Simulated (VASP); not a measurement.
# C in VASP: single point with PBE+D3(BJ)

Aim: the single point of C with PBE+D3(BJ).

Everything below comes from runs of VASP 6.6.1. Logs are shortened: lines on timing, memory, paths and dates and some standing lists are left out, and cuts for length are marked.

## (1) The cell of the first run

The cell holds a slab with vacuum, 4 atoms: a = 2.466 Å, b = 2.466 Å, c = 17.500 Å, α = 90.00°, β = 90.00°, γ = 120.00°.

## (2) Single point, PBE+D3(BJ)

INCAR

```
PREC = Accurate ; ENCUT = 520
EDIFF = 1E-6 ; ISMEAR = 0
SIGMA = 0.1 ; LREAL = F
LASPH = T ; NELM = 80
ALGO = Normal ; ISIF = 2
LWAVE = F ; LCHARG = T
LDIPOL = T ; IDIPOL = 3
DIPOL = 0.5 0.5 0.343 ; GGA = PE
IVDW = 12 ; LELF = T
LVHAR = T ; LVACPOTAV = T
NBANDS = 16
```

KPOINTS

```
regular mesh
0
Gamma
  15 15 1
```

POSCAR

```
C
1.0
    2.4656524409      0.0000000000      0.0000000000
   -1.2328262205      2.1353176508      0.0000000000
    0.0000000000      0.0000000000     17.5000663883
C
4
Direct
    0.6666666667      0.3333333333      0.2571437784
    0.3333333333      0.6666666667      0.2571418816
    0.6666666667      0.8333333333      0.4291450227
    0.3333333333      1.1666666667      0.4291431259
```

Potentials or basis: VASP PAW PBE potentials, release 64 (C).

Launch:

```bash
$ cat potpaw_PBE.64/C/POTCAR > POTCAR
$ mpirun -np 1 vasp_std > vasp.out
```

OUTCAR:

```text
PREC = Accurate
   ENCUT = 520
   EDIFF = 1E-6
   ISMEAR = 0
   LREAL = F
   LASPH = T
   NELM = 80
   ISIF = 2
   GGA = PE
   IVDW = 12
 IVDW          = 12

 ion  position               nearest neighbor table
   1  0.667  0.333  0.257-   2 1.42   2 1.42   2 1.42
   2  0.333  0.667  0.257-   1 1.42   1 1.42   1 1.42
   3  0.667  0.833  0.429-   4 1.42   4 1.42   4 1.42
   4  0.333  0.167  0.429-   3 1.42   3 1.42   3 1.42

  LATTYP: Found a hexagonal cell.
 ALAT       =     2.4656524409
 C/A-ratio  =     7.0975398227

  Lattice vectors:

 A1 = (   2.4656524409,   0.0000000000,   0.0000000000)
 A2 = (  -1.2328262205,   2.1353176508,   0.0000000000)
 A3 = (   0.0000000000,   0.0000000000,  17.5000663883)

Analysis of symmetry for initial positions (statically):
=====================================================================
 Subroutine PRICEL returns:
 Original cell was already a primitive cell.

 Routine SETGRP: Setting up the symmetry group for a
 hexagonal supercell.

 Subroutine GETGRP returns: Found  8 space group operations
 (whereof  4 operations were pure point group operations)
 out of a pool of 24 trial point group operations.

The static configuration has the point symmetry C_2v.
 The point group associated with its full space group is D_2h.

Analysis of symmetry for dynamics (positions and initial velocities):
=====================================================================
 Subroutine PRICEL returns:
 Original cell was already a primitive cell.

 Routine SETGRP: Setting up the symmetry group for a
 hexagonal supercell.

 Subroutine GETGRP returns: Found  8 space group operations
 (whereof  4 operations were pure point group operations)
 out of a pool of 24 trial point group operations.

The dynamic configuration has the point symmetry C_2v.
 The point group associated with its full space group is D_2h.

 Subroutine INISYM returns: Found  8 space group operations
 (whereof  4 operations are pure point group operations),
 and found     1 'primitive' translations

----------------------------------------------------------------------------------------

                                     Primitive cell

  volume of cell :      92.1370

  direct lattice vectors                    reciprocal lattice vectors
     2.465652441  0.000000000  0.000000000     0.405572166  0.234157199  0.000000000
    -1.232826221  2.135317651  0.000000000     0.000000000  0.468314398  0.000000000
     0.000000000  0.000000000 17.500066388     0.000000000  0.000000000  0.057142640

  length of vectors
[... 95 lines left out ...]
   TEBEG  =    0.0;   TEEND  =   0.0 temperature during run
   PSTRESS=    0.0 pullay stress
   NELECT =      16.0000    total number of electrons
   NUPDOWN=      -1.0000    fix difference up-down
   EMIN   =  10.00;   EMAX   =-10.00  energy-range for DOS
   EFERMI =   0.00;   METHOD = LEGACY
   ISMEAR =     0;   SIGMA  =   0.10  broadening in eV -4-tet -1-fermi 0-gaus
   EFERMI_NEDOS =   21; number of points for ismear=-14 and -15
   IALGO  =     38    algorithm
   IMIX   =      4    mixing-type and parameters
     AMIX     =   0.40;   BMIX     =  1.00
     AMIX_MAG =   1.60;   BMIX_MAG =  1.00
  volume/ion in A,a.u.               =      23.03       155.44
  Fermi-wavevector in a.u.,A,eV,Ry     =   0.913349  1.725980 11.350070  0.834207
  Thomas-Fermi vector in A             =   2.037850
   LORBIT       =      0    0 simple, 1 ext, 2 COOP (PROOUT), +10 PAW based schemes
   GGA     = PE    functional components
   LHFCALC =     F    Hartree Fock is set to
   AEXX    =    0.0000 exact exchange contribution
   IVDW    =    12    specifies the selected vdW correction
   LEPSILON=     F    determine dielectric tensor
   LRPA    =     F    only Hartree local field effects (RPA)
 non-spin polarized calculation
 Gauss-broadening in eV      SIGMA  =   0.10
  energy-cutoff  :      520.00
  volume of cell :       92.14
 maximum number of plane-waves:      2516
   NGX =  9   NGY =  9   NGZ = 65

 dipolmoment           0.000000      0.000000      0.000003 electrons x Angstroem

 number of electron      15.9999997 magnetization

 dipolmoment           0.000000      0.000000     -0.000129 electrons x Angstroem

 Free energy of the ion-electron system (eV)
  ---------------------------------------------------
  ext. energy  EPLUGINS =         0.00000000
  ---------------------------------------------------
  free energy    TOTEN  =       -36.79075956 eV

  energy without entropy =      -36.79074336  energy(sigma->0) =      -36.79075146

 E-fermi :  -0.8983     XC(G=0):  -4.3606

 val. band max:       -1.1014024225   @ k =   0.3333   0.3333   0.0000
 cond. band min:      -0.6951519073   @ k =   0.3333   0.3333   0.0000
 fundamental gap:      0.4062505152
 Fermi energy:        -0.8982771781

 k-point     1 :       0.0000    0.0000    0.0000
  band No.  band energies     occupation
      1     -20.5517      2.00000
      2     -20.2180      2.00000
      3      -9.2441      2.00000
      4      -7.6312      2.00000
      5      -3.9153      2.00000
      6      -3.8988      2.00000
[... 433 lines left out ...]
      3      -9.6567      2.00000
      4      -9.5194      2.00000
      5      -6.7342      2.00000
      6      -6.6562      2.00000
[... 8 lines left out ...]
     15       7.6030      0.00000
     16       8.6232      0.00000

 [... further k-points ...]

------------------------ aborting loop because EDIFF is reached ----------------------------------------

 Edisp (eV)   -0.51517

 E8    (eV) :    -0.1559

  FORCE on cell =-STRESS in cart. coord.  units (eV):
  Direction    XX          YY          ZZ          XY          YZ          ZX
  --------------------------------------------------------------------------------------
  -------------------------------------------------------------------------------------
  Total       0.00666     0.09296     0.83735    -0.07474     0.00000     0.00000
  in kB       0.11584     1.61651    14.56067    -1.29961     0.00000     0.00000
  external pressure =        5.43 kB  Pullay stress =        0.00 kB

 VOLUME and BASIS-vectors are now :
 -----------------------------------------------------------------------------
  energy-cutoff  :      520.00
  volume of cell :       92.14
      direct lattice vectors                 reciprocal lattice vectors
     2.465652441  0.000000000  0.000000000     0.405572166  0.234157199  0.000000000
    -1.232826221  2.135317651  0.000000000     0.000000000  0.468314398  0.000000000
     0.000000000  0.000000000 17.500066388     0.000000000  0.000000000  0.057142640

 POSITION                                       TOTAL-FORCE (eV/Angst)
 -----------------------------------------------------------------------------------
      1.23283      0.71177      4.50003        -0.002543     -0.001468     -0.143223
     -0.00000      1.42355      4.50000         0.002543      0.001468     -0.143223
      0.61641      1.77943      7.51007        -0.002543     -0.001468      0.143223
      0.61641      0.35589      7.51003         0.002543      0.001468      0.143223
 -----------------------------------------------------------------------------------
    total drift:                                0.000000      0.000000     -0.029618

  FREE ENERGIE OF THE ION-ELECTRON SYSTEM (eV)
  ---------------------------------------------------
  free  energy   TOTEN  =       -37.3059263575 eV

  energy  without entropy=      -37.3059101615  energy(sigma->0) =      -37.30591826

 vacuum level on the upper side and lower side of the slab         3.452         3.456
```

OSZICAR:

```text
N       E                     dE             d eps       ncg     rms          rms(c)
DAV:   1     0.883524973181E+02    0.88352E+02   -0.66575E+03  2056   0.808E+02
DAV:   2    -0.306340806927E+02   -0.11899E+03   -0.10558E+03  2856   0.192E+02
DAV:   3    -0.390433073017E+02   -0.84092E+01   -0.83241E+01  2712   0.543E+01
[... 11 lines left out ...]
DAV:  15    -0.367906839767E+02   -0.26638E-03   -0.25890E-05  2248   0.184E-02    0.506E-03
DAV:  16    -0.367907332866E+02   -0.49310E-04   -0.13905E-06  2296   0.619E-03    0.284E-03
DAV:  17    -0.367907555411E+02   -0.22255E-04   -0.13914E-06  2176   0.494E-03    0.130E-03
DAV:  18    -0.367907591769E+02   -0.36358E-05   -0.10790E-07  1840   0.151E-03    0.629E-04
DAV:  19    -0.367907595554E+02   -0.37849E-06   -0.16074E-08  1816   0.662E-04
   1 F= -.37305926E+02 E0= -.37305918E+02  d E =-.161961E-04
```

Run time: 64 s. Hardware: 1 thread of Intel Xeon 6975P-C (Granite Rapids), shared host; peak memory 0.24 GiB.

What came out:

```
Free energy                : -37.3059 eV
Largest force              : 0.143 eV/Å
Band gap on the k mesh     : 0.41 eV, direct
Dispersion energy per atom : -0.129 eV
```

Forces on the atoms (eV/Å):
```
C   -0.003 -0.001 -0.143
C    0.003  0.001 -0.143
C   -0.003 -0.001  0.143
C    0.003  0.001  0.143
```
